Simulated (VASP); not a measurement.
# Ge8Mo3W: single point with PBE

The system is Ge8Mo3W.

```
Ge Mo W
1.0
     5.05651    0.00000    0.00000
     0.00000    5.05651    0.00000
     0.00000    0.00000    8.82241
Ge Mo W
8 3 1
Cartesian
  0.0000 2.5283 2.9405
  0.0000 0.0000 7.3517
  2.5283 2.5283 7.3517
  2.5283 0.0000 2.9405
  0.0000 2.5283 5.8819
  0.0000 0.0000 1.4707
  2.5283 2.5283 1.4707
  2.5283 0.0000 5.8819
  0.0000 2.5283 0.0000
  0.0000 0.0000 4.4112
  2.5283 0.0000 0.0000
  2.5283 2.5283 4.4112
```

```
Program             : VASP 6.6.1
Task                : single point
Functional          : PBE
Potentials or basis : VASP PAW PBE potentials, release 64 (Ge_d, Mo_sv, W_sv)
Cutoff              : 520 eV
k mesh              : 4 × 4 × 2
Occupations         : gaussian, width 0.1 eV
Spin                : no spin polarisation
```

```
Pressure               : -20.5 GPa
Largest force          : 0.756 eV/Å
Band gap on the k mesh : zero (band 84 reaches 7.55 eV, above the bottom of band 85 at 7.32 eV)
```

Forces on the atoms (eV/Å):
```
Ge   0.000  0.000  0.752
Ge   0.000  0.000  0.736
Ge   0.000  0.000  0.756
Ge   0.000  0.000  0.752
Ge   0.000  0.000 -0.752
Ge   0.000  0.000 -0.736
Ge   0.000  0.000 -0.756
Ge   0.000  0.000 -0.752
Mo   0.000  0.000  0.000
Mo   0.000  0.000  0.000
Mo   0.000  0.000  0.000
W    0.000  0.000  0.000
```

Stress tensor (GPa, compression positive):
```
-20.11   0.00   0.00
  0.00 -20.11   0.00
  0.00   0.00 -21.19
```

Levels at points of the mesh, in eV from the Fermi level:
```csv
k point,band 82,band 83,band 84,band 85,band 86,band 87
"(0.00, 0.00, 0.00)",-0.18,-0.18,-0.18,0.49,0.59,1.40
"(0.50, 0.00, 0.00)",-1.04,-0.31,-0.25,0.51,0.62,0.93
"(0.50, 0.50, 0.00)",-0.06,-0.01,-0.01,1.40,1.40,1.45
"(0.00, 0.00, 0.50)",-1.16,-0.51,-0.33,-0.11,0.01,0.49
"(0.50, 0.00, 0.50)",-1.20,-1.18,-1.18,0.88,0.90,0.98
"(0.50, 0.50, 0.50)",0.07,0.11,0.11,1.45,1.45,1.45
```

It took 5.7 min on 1 thread of AMD EPYC 7R43 64-Core Processor (Zen 3) (shared host), peak memory 0.41 GiB.

Caveat: spin-orbit coupling is left out, which moves the levels of the heavy elements.
